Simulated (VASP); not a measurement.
# GaN (series) (F-43m) in VASP: further runs, part 2 of 3

VASP 6.6.1. The steps go on from the part before.

## 4. Single point, PBE

File INCAR:

```
SYSTEM = GaN
  PREC = Accurate
  ENCUT = 600
  EDIFF = 1E-6
  ISMEAR = 0
  SIGMA = 0.02
  LREAL = .FALSE.
  LASPH = .TRUE.
  NELM = 120
  ALGO = Normal
  ISIF = 2
  LWAVE = .FALSE.
  LCHARG = .FALSE.
  GGA = PE
  NBANDS = 16
  GGA_COMPAT = .FALSE.
```

File KPOINTS:

```
regular mesh
0
G
  8 8 8
  0 0 0
```

File POSCAR:

```
GaN
1.0
    0.0000000000      2.2535006075      2.2535006075
    2.2535006075      0.0000000000      2.2535006075
    2.2535006075      2.2535006075      0.0000000000
Ga N
1 1
Direct
    0.0000000000      0.0000000000      0.0000000000
    0.7500000000      0.7500000000      0.7500000000
```

Potentials or basis: VASP PAW PBE potentials, release 64 (Ga_d, N).

Run with:

```sh
cat potpaw_PBE.64/Ga_d/POTCAR potpaw_PBE.64/N/POTCAR > POTCAR
mpirun -np 1 vasp_std > vasp.out
```

OUTCAR:

```text
SYSTEM = GaN
   PREC = Accurate
   ENCUT = 600
   EDIFF = 1E-6
   ISMEAR = 0
   LREAL = .FALSE.
   LASPH = .TRUE.
   NELM = 120
   ISIF = 2
   GGA = PE

 ion  position               nearest neighbor table
   1  0.000  0.000  0.000-   2 1.95   2 1.95   2 1.95   2 1.95
   2  0.750  0.750  0.750-   1 1.95   1 1.95   1 1.95   1 1.95

  LATTYP: Found a face centered cubic cell.
 ALAT       =     4.5070012150

  Lattice vectors:

 A1 = (   0.0000000000,   2.2535006075,   2.2535006075)
 A2 = (   2.2535006075,   0.0000000000,   2.2535006075)
 A3 = (   2.2535006075,   2.2535006075,   0.0000000000)

Analysis of symmetry for initial positions (statically):
=====================================================================
 Subroutine PRICEL returns:
 Original cell was already a primitive cell.

 Routine SETGRP: Setting up the symmetry group for a
 face centered cubic supercell.

 Subroutine GETGRP returns: Found 24 space group operations
 (whereof 24 operations were pure point group operations)
 out of a pool of 48 trial point group operations.

The static configuration has the point symmetry T_d .

Analysis of symmetry for dynamics (positions and initial velocities):
=====================================================================
 Subroutine PRICEL returns:
 Original cell was already a primitive cell.

 Routine SETGRP: Setting up the symmetry group for a
 face centered cubic supercell.

 Subroutine GETGRP returns: Found 24 space group operations
 (whereof 24 operations were pure point group operations)
 out of a pool of 48 trial point group operations.

The dynamic configuration has the point symmetry T_d .

 Subroutine INISYM returns: Found 24 space group operations
 (whereof 24 operations are pure point group operations),
 and found     1 'primitive' translations

----------------------------------------------------------------------------------------

                                     Primitive cell

  volume of cell :      22.8877

  direct lattice vectors                    reciprocal lattice vectors
     0.000000000  2.253500607  2.253500607    -0.221877020  0.221877020  0.221877020
     2.253500607  0.000000000  2.253500607     0.221877020 -0.221877020  0.221877020
     2.253500607  2.253500607  0.000000000     0.221877020  0.221877020 -0.221877020

  length of vectors
     3.186931122  3.186931122  3.186931122     0.384302272  0.384302272  0.384302272

  position of ions in fractional coordinates (direct lattice)
     0.000000000  0.000000000  0.000000000
     0.750000000  0.750000000  0.750000000

  ion indices of the primitive-cell ions
   primitive index   ion index
                 1           1
                 2           2

----------------------------------------------------------------------------------------

 KPOINTS: regular mesh

Automatic generation of k-mesh.
 Grid dimensions read from file:
 generate k-points for:    8    8    8

 Generating k-lattice:

  Cartesian coordinates                     Fractional coordinates (reciprocal lattice)
    -0.027734628  0.027734628  0.027734628     0.125000000  0.000000000  0.000000000
     0.027734628 -0.027734628  0.027734628     0.000000000  0.125000000  0.000000000
     0.027734628  0.027734628 -0.027734628     0.000000000  0.000000000  0.125000000

  Length of vectors
     0.048037784  0.048037784  0.048037784

  Shift w.r.t. Gamma in fractional coordinates (k-lattice)
     0.000000000  0.000000000  0.000000000

 Subroutine IBZKPT returns following result:
 ===========================================

 Found     29 irreducible k-points:

 Following reciprocal coordinates:
            Coordinates               Weight
  0.000000  0.000000  0.000000      1.000000
  0.125000  0.000000  0.000000      8.000000
  0.250000  0.000000  0.000000      8.000000
  0.375000  0.000000  0.000000      8.000000
  0.500000  0.000000  0.000000      4.000000
  0.125000  0.125000  0.000000      6.000000
[... 16 lines left out ...]
  0.500000  0.250000  0.125000     48.000000
 -0.375000  0.250000  0.125000     24.000000
 [... further k-points ...]
   k-points           NKPTS =     29   k-points in BZ     NKDIM =     29   number of bands    NBANDS=     16
   number of dos      NEDOS =    301   number of ions     NIONS =      2
   total plane-waves  NPLWV =  21952
   dimension x,y,z NGX =    28 NGY =   28 NGZ =   28
   dimension x,y,z NGXF=    56 NGYF=   56 NGZF=   56
   ions per type =               1   1
   NGX,Y,Z   is equivalent  to a cutoff of  14.61, 14.61, 14.61 a.u.
   NGXF,Y,Z  is equivalent  to a cutoff of  29.21, 29.21, 29.21 a.u.
 SYSTEM =  GaN
   PREC   = accura    normal or accurate (medium, high low for compatibility)
   ISTART =      0    job   : 0-new  1-cont  2-samecut
   ICHARG =      2    charge: 1-file 2-atom 10-const
   ISPIN  =      1    spin polarized calculation?
   LNONCOLLINEAR =      F non collinear calculations
   LSORBIT =      F    spin-orbit coupling
   LASPH  =      T    aspherical Exc in radial PAW
   ENCUT  =  600.0 eV  44.10 Ry    6.64 a.u.   6.37  6.37  6.37*2*pi/ulx,y,z
   NELM   =    120;   NELMIN=  2; NELMDL= -5     # of ELM steps
   EDIFF  = 0.1E-05   stopping-criterion for ELM
   LREAL  =      F    real-space projection
   EDIFFG = 0.1E-04   stopping-criterion for IOM
   NSW    =      0    number of steps for IOM
   IBRION =     -1    ionic relax: 0-MD 1-quasi-New 2-CG
   NFREE  =      0    steps in history (QN), initial steepest desc. (CG)
   ISIF   =      2    stress and relaxation
   ISYM   =      2    0-nonsym 1-usesym 2-fastsym
   POTIM  = 0.5000    time-step for ionic-motion
   TEBEG  =    0.0;   TEEND  =   0.0 temperature during run
   PSTRESS=    0.0 pullay stress
   NELECT =      18.0000    total number of electrons
   NUPDOWN=      -1.0000    fix difference up-down
   EMIN   =  10.00;   EMAX   =-10.00  energy-range for DOS
   EFERMI =   0.00;   METHOD = LEGACY
   ISMEAR =     0;   SIGMA  =   0.02  broadening in eV -4-tet -1-fermi 0-gaus
   EFERMI_NEDOS =   21; number of points for ismear=-14 and -15
   IALGO  =     38    algorithm
   IMIX   =      4    mixing-type and parameters
     AMIX     =   0.40;   BMIX     =  1.00
     AMIX_MAG =   1.60;   BMIX_MAG =  1.00
  volume/ion in A,a.u.               =      11.44        77.23
  Fermi-wavevector in a.u.,A,eV,Ry     =   1.511117  2.855596 31.068543  2.283473
  Thomas-Fermi vector in A             =   2.621216
   LORBIT       =      0    0 simple, 1 ext, 2 COOP (PROOUT), +10 PAW based schemes
   GGA     = PE    functional components
   LHFCALC =     F    Hartree Fock is set to
   AEXX    =    0.0000 exact exchange contribution
   IVDW    =     0    specifies the selected vdW correction
   LEPSILON=     F    determine dielectric tensor
   LRPA    =     F    only Hartree local field effects (RPA)
 non-spin polarized calculation
 Gauss-broadening in eV      SIGMA  =   0.02
  energy-cutoff  :      600.00
  volume of cell :       22.89
 maximum number of plane-waves:       778
 NGX is ok and might be reduce to    28
   NGX = 13   NGY = 13   NGZ = 13

 number of electron      18.0000005 magnetization

 Free energy of the ion-electron system (eV)
  ---------------------------------------------------
  ext. energy  EPLUGINS =         0.00000000
  ---------------------------------------------------
  free energy    TOTEN  =       -12.14419162 eV

  energy without entropy =      -12.14419162  energy(sigma->0) =      -12.14419162

 E-fermi :   5.4777     XC(G=0): -11.6669

 val. band max:        5.2817605613   @ k =   0.0000   0.0000   0.0000
 cond. band min:       7.0059689688   @ k =   0.0000   0.0000   0.0000
 fundamental gap:      1.7242084074
 Fermi energy:         5.4776891241

 k-point     1 :       0.0000    0.0000    0.0000
  band No.  band energies     occupation
      1     -10.6526      2.00000
      2      -8.1609      2.00000
      3      -8.1609      2.00000
      4      -8.1609      2.00000
      5      -7.8411      2.00000
      6      -7.8411      2.00000
[... 8 lines left out ...]
     15      24.1369      0.00000
     16      24.1369      0.00000

 k-point     2 :       0.1250    0.0000    0.0000
  band No.  band energies     occupation
      1     -10.4845      2.00000
      2      -8.1403      2.00000
      3      -8.1403      2.00000
      4      -8.0966      2.00000
      5      -7.8428      2.00000
      6      -7.8428      2.00000
[... 8 lines left out ...]
     15      22.5415      0.00000
     16      22.5721      0.00000
[... 387 lines left out ...]
      5      -7.8065      2.00000
      6      -6.7412      2.00000
[... 8 lines left out ...]
     15      24.4987      0.00000
     16      26.4183      0.00000

 k-point    24 :      -0.3750    0.2500    0.1250
  band No.  band energies     occupation
      1      -9.6459      2.00000
      2      -8.0566      2.00000
      3      -7.9947      2.00000
      4      -7.8610      2.00000
      5      -7.8082      2.00000
      6      -6.2860      2.00000
[... 8 lines left out ...]
     15      24.0837      0.00000
     16      26.3560      0.00000

 [... further k-points ...]
[... 5 lines left out ...]
  --------------------------------------------------------------------------------------
  -------------------------------------------------------------------------------------
  Total        0.7048424      0.7048424      0.7048424     -0.0000000      0.0000000      0.0000000
  in kB       49.3400494     49.3400494     49.3400494     -0.0000000      0.0000000      0.0000000
  external PRESSURE =      49.3400494 kB  Pullay stress =       0.0000000 kB

 VOLUME and BASIS-vectors are now :
 -----------------------------------------------------------------------------
  energy-cutoff  :      600.00
  volume of cell :       22.89
      direct lattice vectors                 reciprocal lattice vectors
     0.000000000  2.253500607  2.253500607    -0.221877020  0.221877020  0.221877020
     2.253500607  0.000000000  2.253500607     0.221877020 -0.221877020  0.221877020
     2.253500607  2.253500607  0.000000000     0.221877020  0.221877020 -0.221877020

 POSITION                                       TOTAL-FORCE (eV/Angst)
 -----------------------------------------------------------------------------------
      0.00000      0.00000      0.00000        -0.000000      0.000000     -0.000000
      3.38025      3.38025      3.38025         0.000000     -0.000000      0.000000
 -----------------------------------------------------------------------------------
    total drift:                               -0.000000     -0.000000     -0.000000

  FREE ENERGIE OF THE ION-ELECTRON SYSTEM (eV)
  ---------------------------------------------------
  free  energy   TOTEN  =       -12.1441916203 eV

  energy  without entropy=      -12.1441916203  energy(sigma->0) =      -12.14419162
```

stdout:

```text
POSCAR found type information on POSCAR GaN
 POSCAR found :  2 types and       2 ions
 scaLAPACK will be used
 LDA part: xc-table for (Slater+PW92), standard interpolation
 POSCAR, INCAR and KPOINTS ok, starting setup
 FFT: planning ... GRIDC
 FFT: planning ... GRID_SOFT
 FFT: planning ... GRID
 WAVECAR not read
 entering main loop
```

It took 11 s on 1 thread of Intel Xeon Platinum 8559C (Emerald Rapids), shared host; peak memory 0.16 GiB.

What came out:

- Free energy: -12.1442 eV
- Pressure: 4.9 GPa
- Band gap on the k mesh: 1.72 eV, direct

Levels at points of the mesh, in eV from the valence-band top:
```csv
k point,band 6,band 7,band 8,band 9,band 10,band 11,band 12,band 13
"(0.00, 0.00, 0.00)",-13.12,0.00,0.00,0.00,1.72,10.30,10.30,10.30
"(0.50, 0.00, 0.00)",-11.88,-7.04,-0.97,-0.97,4.64,8.73,10.37,10.37
"(0.50, 0.50, 0.00)",-11.45,-6.12,-2.70,-2.70,3.35,6.66,11.71,13.96
```

(Continued in part 3 of 3.)
